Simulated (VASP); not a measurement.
# Mn (P6_3/mmc) in VASP: further runs

Runs on Mn. Level: LDA. Tasks: single point.

Program: VASP 6.6.1. These are calculated values, not measurements. Logs are shortened: lines on timing, memory, paths and dates and some standing lists are left out, and cuts for length are marked.

**1. The cell of the first run**

The structure is hexagonal, space group P6_3/mmc (No. 194). Conventional cell: a = 2.433 Å, b = 2.433 Å, c = 3.923 Å, α = 90.00°, β = 90.00°, γ = 120.00°. Within 3.2 Å of Mn (site symmetry -6m2) lie 12 Mn at 2.41 to 2.43 Å.

**2. Single point, LDA**

Contents of INCAR:

```
SYSTEM = Mn
PREC = Accurate
ENCUT = 520
EDIFF = 1E-6
ISMEAR = -1
SIGMA = 0.1
LREAL = .FALSE.
LASPH = .TRUE.
NELM = 80
ALGO = Normal
ISIF = 2
LWAVE = .FALSE.
LCHARG = .FALSE.
NBANDS = 20
```

Contents of KPOINTS:

```
Automatic mesh
0
G
  14 14 8
  0 0 0
```

Contents of POSCAR:

```
Mn
1.0
    2.4325784454      0.0000000000      0.0000000000
   -1.2162892227      2.1066747304      0.0000000000
    0.0000000000      0.0000000000      3.9226422439
Mn
2
Direct
    0.3333333333      0.6666666667      0.2500000000
    0.6666666667      0.3333333333      0.7500000000
```

Potentials or basis: VASP PAW LDA potentials, release 64 (Mn_pv).

Launch:

```console
$ cat potpaw_LDA.64/Mn_pv/POTCAR > POTCAR
$ mpirun -np 1 vasp_std > vasp.out
```

OUTCAR:

```text
SYSTEM = Mn
   PREC = Accurate
   ENCUT = 520
   EDIFF = 1E-6
   ISMEAR = -1
   LREAL = .FALSE.
   LASPH = .TRUE.
   NELM = 80
   ISIF = 2

 ion  position               nearest neighbor table
   1  0.333  0.667  0.250-   2 2.41   2 2.41   2 2.41   2 2.41   2 2.41   2 2.41
   2  0.667  0.333  0.750-   1 2.41   1 2.41   1 2.41   1 2.41   1 2.41   1 2.41

  LATTYP: Found a hexagonal cell.
 ALAT       =     2.4325784454
 C/A-ratio  =     1.6125450142

  Lattice vectors:

 A1 = (   2.4325784454,   0.0000000000,   0.0000000000)
 A2 = (  -1.2162892227,   2.1066747304,   0.0000000000)
 A3 = (   0.0000000000,   0.0000000000,   3.9226422439)

Analysis of symmetry for initial positions (statically):
=====================================================================
 Subroutine PRICEL returns:
 Original cell was already a primitive cell.

 Routine SETGRP: Setting up the symmetry group for a
 hexagonal supercell.

 Subroutine GETGRP returns: Found 24 space group operations
 (whereof 12 operations were pure point group operations)
 out of a pool of 24 trial point group operations.

The static configuration has the point symmetry D_3d.
 The point group associated with its full space group is D_6h.

Analysis of symmetry for dynamics (positions and initial velocities):
=====================================================================
 Subroutine PRICEL returns:
 Original cell was already a primitive cell.

 Routine SETGRP: Setting up the symmetry group for a
 hexagonal supercell.

 Subroutine GETGRP returns: Found 24 space group operations
 (whereof 12 operations were pure point group operations)
 out of a pool of 24 trial point group operations.

The dynamic configuration has the point symmetry D_3d.
 The point group associated with its full space group is D_6h.

 Subroutine INISYM returns: Found 24 space group operations
 (whereof 12 operations are pure point group operations),
 and found     1 'primitive' translations

----------------------------------------------------------------------------------------

                                     Primitive cell

  volume of cell :      20.1022

  direct lattice vectors                    reciprocal lattice vectors
     2.432578445  0.000000000  0.000000000     0.411086435  0.237340864  0.000000000
    -1.216289223  2.106674730  0.000000000     0.000000000  0.474681727  0.000000000
     0.000000000  0.000000000  3.922642244     0.000000000  0.000000000  0.254930207

  length of vectors
     2.432578445  2.432578445  3.922642244     0.474681727  0.474681727  0.254930207

  position of ions in fractional coordinates (direct lattice)
     0.333333333  0.666666667  0.250000000
     0.666666667  0.333333333  0.750000000

  ion indices of the primitive-cell ions
   primitive index   ion index
                 1           1
                 2           2

----------------------------------------------------------------------------------------

 KPOINTS: Automatic mesh

Automatic generation of k-mesh.
 Grid dimensions read from file:
 generate k-points for:   14   14    8

 Generating k-lattice:

  Cartesian coordinates                     Fractional coordinates (reciprocal lattice)
     0.029363317  0.016952919  0.000000000     0.071428571  0.000000000  0.000000000
     0.000000000  0.033905838  0.000000000     0.000000000  0.071428571  0.000000000
     0.000000000  0.000000000  0.031866276     0.000000000  0.000000000  0.125000000

  Length of vectors
     0.033905838  0.033905838  0.031866276

  Shift w.r.t. Gamma in fractional coordinates (k-lattice)
     0.000000000  0.000000000  0.000000000

 Subroutine IBZKPT returns following result:
 ===========================================

 Found    120 irreducible k-points:

 Following reciprocal coordinates:
            Coordinates               Weight
  0.000000  0.000000  0.000000      1.000000
  0.071429 -0.000000  0.000000      6.000000
  0.142857 -0.000000  0.000000      6.000000
  0.214286  0.000000  0.000000      6.000000
  0.285714 -0.000000  0.000000      6.000000
  0.357143  0.000000  0.000000      6.000000
[... 16 lines left out ...]
  0.285714  0.285714  0.000000      6.000000
  0.357143  0.285714  0.000000      6.000000
 [... further k-points ...]
   k-points           NKPTS =    120   k-points in BZ     NKDIM =    120   number of bands    NBANDS=     20
   number of dos      NEDOS =    301   number of ions     NIONS =      2
   total plane-waves  NPLWV =   9720
   dimension x,y,z NGX =    18 NGY =   18 NGZ =   30
   dimension x,y,z NGXF=    36 NGYF=   36 NGZF=   60
   ions per type =               2
   NGX,Y,Z   is equivalent  to a cutoff of  12.30, 12.30, 12.71 a.u.
   NGXF,Y,Z  is equivalent  to a cutoff of  24.60, 24.60, 25.43 a.u.
 SYSTEM =  Mn
   PREC   = accura    normal or accurate (medium, high low for compatibility)
   ISTART =      0    job   : 0-new  1-cont  2-samecut
   ICHARG =      2    charge: 1-file 2-atom 10-const
   ISPIN  =      1    spin polarized calculation?
   LNONCOLLINEAR =      F non collinear calculations
   LSORBIT =      F    spin-orbit coupling
   LASPH  =      T    aspherical Exc in radial PAW
   ENCUT  =  520.0 eV  38.22 Ry    6.18 a.u.   4.52  4.52  7.29*2*pi/ulx,y,z
   NELM   =     80;   NELMIN=  2; NELMDL= -5     # of ELM steps
   EDIFF  = 0.1E-05   stopping-criterion for ELM
   LREAL  =      F    real-space projection
   EDIFFG = 0.1E-04   stopping-criterion for IOM
   NSW    =      0    number of steps for IOM
   IBRION =     -1    ionic relax: 0-MD 1-quasi-New 2-CG
   NFREE  =      0    steps in history (QN), initial steepest desc. (CG)
   ISIF   =      2    stress and relaxation
   ISYM   =      2    0-nonsym 1-usesym 2-fastsym
   POTIM  = 0.5000    time-step for ionic-motion
   TEBEG  =    0.0;   TEEND  =   0.0 temperature during run
   PSTRESS=    0.0 pullay stress
   NELECT =      26.0000    total number of electrons
   NUPDOWN=      -1.0000    fix difference up-down
   EMIN   =  10.00;   EMAX   =-10.00  energy-range for DOS
   EFERMI =   0.00;   METHOD = LEGACY
   ISMEAR =    -1;   SIGMA  =   0.10  broadening in eV -4-tet -1-fermi 0-gaus
   EFERMI_NEDOS =   21; number of points for ismear=-14 and -15
   IALGO  =     38    algorithm
   IMIX   =      4    mixing-type and parameters
     AMIX     =   0.40;   BMIX     =  1.00
     AMIX_MAG =   1.60;   BMIX_MAG =  1.00
  volume/ion in A,a.u.               =      10.05        67.83
  Fermi-wavevector in a.u.,A,eV,Ry     =   1.783685  3.370677 43.287394  3.181534
  Thomas-Fermi vector in A             =   2.847823
   LORBIT       =      0    0 simple, 1 ext, 2 COOP (PROOUT), +10 PAW based schemes
   GGA     = CA    functional components
   LHFCALC =     F    Hartree Fock is set to
   AEXX    =    0.0000 exact exchange contribution
   IVDW    =     0    specifies the selected vdW correction
   LEPSILON=     F    determine dielectric tensor
   LRPA    =     F    only Hartree local field effects (RPA)
 non-spin polarized calculation
  energy-cutoff  :      520.00
  volume of cell :       20.10
 maximum number of plane-waves:       558
   NGX =  9   NGY =  9   NGZ = 15

 number of electron      26.0000003 magnetization

 Free energy of the ion-electron system (eV)
  ---------------------------------------------------
  ext. energy  EPLUGINS =         0.00000000
  ---------------------------------------------------
  free energy    TOTEN  =       -20.34498362 eV

  energy without entropy =      -20.25917225  energy(sigma->0) =      -20.30207793

 E-fermi :  11.1450     XC(G=0): -14.7822

 val. band max:       11.1427631555   @ k =   0.2857   0.2857   0.5000
 cond. band min:      11.1551190550   @ k =   0.1429  -0.0000   0.1250
 fundamental gap:      0.0123558996
 Fermi energy:        11.1449811811

 k-point     1 :       0.0000    0.0000    0.0000
  band No.  band energies     occupation
      1     -36.8393      2.00000
      2     -35.9978      2.00000
      3     -35.9978      2.00000
      4     -35.8637      2.00000
      5     -35.8637      2.00000
      6     -35.8397      2.00000
[... 12 lines left out ...]
     19      21.3024      0.00000
     20      32.4089      0.00000

 k-point     2 :       0.0714   -0.0000    0.0000
  band No.  band energies     occupation
      1     -36.8229      2.00000
      2     -36.0333      2.00000
      3     -36.0093      2.00000
      4     -35.9007      2.00000
      5     -35.8687      2.00000
      6     -35.8459      2.00000
[... 12 lines left out ...]
     19      21.2977      0.00000
     20      32.1470      0.00000

 k-point     3 :       0.1429   -0.0000    0.0000
  band No.  band energies     occupation
      1     -36.7756      2.00000
      2     -36.1333      2.00000
      3     -36.0406      2.00000
      4     -36.0027      2.00000
      5     -35.8835      2.00000
      6     -35.8647      2.00000
[... 12 lines left out ...]
     19      21.2923      0.00000
     20      30.6159      0.00000

 k-point     4 :       0.2143    0.0000    0.0000
  band No.  band energies     occupation
      1     -36.7025      2.00000
      2     -36.2788      2.00000
      3     -36.1460      2.00000
      4     -36.0844      2.00000
      5     -35.9061      2.00000
      6     -35.8965      2.00000
[... 12 lines left out ...]
     19      21.3007      0.00000
     20      27.9630      0.00000

 k-point     5 :       0.2857   -0.0000    0.0000
  band No.  band energies     occupation
      1     -36.6119      2.00000
      2     -36.4415      2.00000
      3     -36.2999      2.00000
      4     -36.1315      2.00000
      5     -35.9410      2.00000
      6     -35.9325      2.00000
[... 12 lines left out ...]
     19      21.2558      0.00000
     20      25.3121      0.00000
[... 353 lines left out ...]
      6     -36.0721      2.00000
[... 12 lines left out ...]
     19      22.7272      0.00000
     20      23.1192      0.00000

 k-point    22 :       0.3571    0.2143    0.0000
  band No.  band energies     occupation
      1     -36.6317      2.00000
      2     -36.4802      2.00000
      3     -36.3484      2.00000
      4     -36.3301      2.00000
      5     -36.1568      2.00000
      6     -36.1263      2.00000
[... 12 lines left out ...]
     19      22.4708      0.00000
     20      24.7580      0.00000

 k-point    23 :       0.2857    0.2857    0.0000
  band No.  band energies     occupation
      1     -36.5911      2.00000
      2     -36.4795      2.00000
      3     -36.3575      2.00000
      4     -36.3177      2.00000
      5     -36.2097      2.00000
      6     -36.1364      2.00000
[... 12 lines left out ...]
     19      20.5640      0.00000
     20      24.8753      0.00000

 k-point    24 :       0.3571    0.2857    0.0000
  band No.  band energies     occupation
      1     -36.5908      2.00000
      2     -36.4341      2.00000
      3     -36.4216      2.00000
      4     -36.2638      2.00000
      5     -36.2458      2.00000
      6     -36.1839      2.00000
[... 12 lines left out ...]
     19      20.3376      0.00000
     20      25.9133      0.00000

 [... further k-points ...]
[... 5 lines left out ...]
  --------------------------------------------------------------------------------------
  -------------------------------------------------------------------------------------
  Total        0.0647575      0.0647575      0.0459329     -0.0000000      0.0000000      0.0000000
  in kB        5.1612805      5.1612805      3.6609301     -0.0000000      0.0000000      0.0000000
  external PRESSURE =       4.6611637 kB  Pullay stress =       0.0000000 kB

 VOLUME and BASIS-vectors are now :
 -----------------------------------------------------------------------------
  energy-cutoff  :      520.00
  volume of cell :       20.10
      direct lattice vectors                 reciprocal lattice vectors
     2.432578445  0.000000000  0.000000000     0.411086435  0.237340864  0.000000000
    -1.216289223  2.106674730  0.000000000     0.000000000  0.474681727  0.000000000
     0.000000000  0.000000000  3.922642244     0.000000000  0.000000000  0.254930207

 POSITION                                       TOTAL-FORCE (eV/Angst)
 -----------------------------------------------------------------------------------
     -0.00000      1.40445      0.98066         0.000000     -0.000000      0.000000
      1.21629      0.70222      2.94198        -0.000000      0.000000      0.000000
 -----------------------------------------------------------------------------------
    total drift:                                0.000000     -0.000000      0.000000

  FREE ENERGIE OF THE ION-ELECTRON SYSTEM (eV)
  ---------------------------------------------------
  free  energy   TOTEN  =       -20.3449836248 eV

  energy  without entropy=      -20.2591722450  energy(sigma->0) =      -20.30207793
```

It took 20 s on 1 thread of AMD EPYC 9R45 (Zen 5), shared host; peak memory 0.11 GiB.

What came out:

- Free energy: -20.3450 eV
- Pressure: 0.5 GPa
- Band gap on the k mesh: zero (band 13 reaches 12.25 eV, above the bottom of band 14 at 9.98 eV)

Caveat: the run has no spin polarisation, though such a crystal can be magnetic. Spin polarisation is off, so any magnetic state and its effect on volume and gap are missing.

(Part 1 of 2 ends here.)
